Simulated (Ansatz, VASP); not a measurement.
**One calculation of Mo, two programs**

The input INCAR:

```
PREC     = Accurate       # precision mode
ENCUT    = 520            # plane-wave cutoff, eV
EDIFF    = 1E-6           # SCF threshold, eV
ISMEAR   = -1             # smearing method
SIGMA    = 0.1            # smearing width, eV
LREAL    = False          # projectors in reciprocal space
LASPH    = True           # aspherical terms in the spheres
NELM     = 80             # most SCF steps
ALGO     = Normal         # electronic algorithm
ISIF     = 2              # what is computed and relaxed
LWAVE    = False          # write WAVECAR
LCHARG   = True           # write CHGCAR
GGA      = PS             # functional
LELF     = True           # ELF
LVHAR    = True         
NBANDS   = 13             # bands
```

KPOINTS

```
regular mesh
0
Gamma
  14 14 13
```

File POSCAR:

```
Mo
1.0
    2.7355104000      0.0410326560      0.0000000000
   -1.3322198775      2.3485051720      0.0000000000
    0.0000000000      0.0000000000      2.5551807000
Mo
1
Direct
    0.0000000000      0.0000000000      0.5000000000
```

Input for Ansatz:

```yaml
crystal:
  lattice:
    - [2.7355104, 0.041032655999999994, 0.0]
    - [-1.3322198775, 2.3485051720000003, 0.0]
    - [0.0, 0.0, 2.5551807]
  atoms:
    - { symbol: Mo, position: [0.0, 0.0, 0.5] }
basis:
  ecutwfc: 520.0
kpoints:
  mp_grid:
    grid: [14, 14, 13]
hamiltonian:
  xc: pbesol
  pseudopotentials:
    kind: paw
scf:
  occupations:
    method: fermi_dirac
output:
  stress: true
```

Alike in both runs: task single point; functional PBEsol; k mesh 14 × 14 × 13; no spin polarisation.

|  | VASP | Ansatz |
| --- | --- | --- |
| version | VASP 6.6.1 | Ansatz 0.2.0 |
| potentials or method | VASP PAW PBE potentials, release 64 (Mo_sv), cutoff 520 eV | plane waves, PAW |
| occupations | fermi-dirac, width 0.1 eV | fermi-dirac |
| valence electrons in the cell | 14 | 14 |

```tsv
	VASP	Ansatz	Ansatz less VASP
pressure (GPa)	-2.9	-3.4	-0.51
traceless stress, the component that is largest in VASP (GPa)	-4.57	-4.69	-0.120
```

VASP's potentials were made for PBE, not for PBEsol.
